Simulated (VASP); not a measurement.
Input of a VASP 6.6.1 run:

The input INCAR:

```
SYSTEM = GaN
PREC     = Accurate       ! precision mode
ENCUT    = 520            ! plane-wave cutoff, eV
EDIFF    = 1E-6           ! SCF threshold, eV
ISMEAR   = -1             ! smearing method
SIGMA    = 0.05           ! smearing width, eV
LREAL    = .FALSE.        ! projectors in reciprocal space
LASPH    = .TRUE.         ! aspherical terms in the spheres
NELM     = 100            ! most SCF steps
ALGO     = Normal         ! electronic algorithm
ISIF     = 2              ! what is computed and relaxed
LWAVE    = .FALSE.        ! write WAVECAR
LCHARG   = .FALSE.        ! write CHGCAR
GGA      = PS             ! functional
IVDW     = 12             ! dispersion correction
NBANDS   = 26             ! bands
```

Contents of KPOINTS:

```
Automatic mesh
0
G
  10 10 5
  0 0 0
```

Contents of POSCAR:

```
GaN
1.0
    3.1150838257      0.0000000000      0.0000000000
   -1.5575419129      2.6977417280      0.0000000000
    0.0000000000      0.0000000000      5.0605418376
Ga N
2 2
Direct
    0.6666666667      0.3333333333      0.5000000000
    0.3333333333      0.6666666667      0.0000000000
    0.6666666667      0.3333333333      0.8750000000
    0.3333333333      0.6666666667      0.3750000000
```

Potentials or basis: VASP PAW PBE potentials, release 64 (Ga_d, N).

Run with:

```bash
$ cat potpaw_PBE.64/Ga_d/POTCAR potpaw_PBE.64/N/POTCAR > POTCAR
$ mpirun -np 1 vasp_std > vasp.out
```

(1) Predict the largest force.

(2) Estimate the band gap on the k mesh.

(3) What does it give for the dispersion energy per atom?

Results:

(1) 0.148 eV/Å.

(2) 2.34 eV, direct.

(3) -0.238 eV.

Caveat: the PAW data sets were made with another functional, which shifts forces and pressure a little.
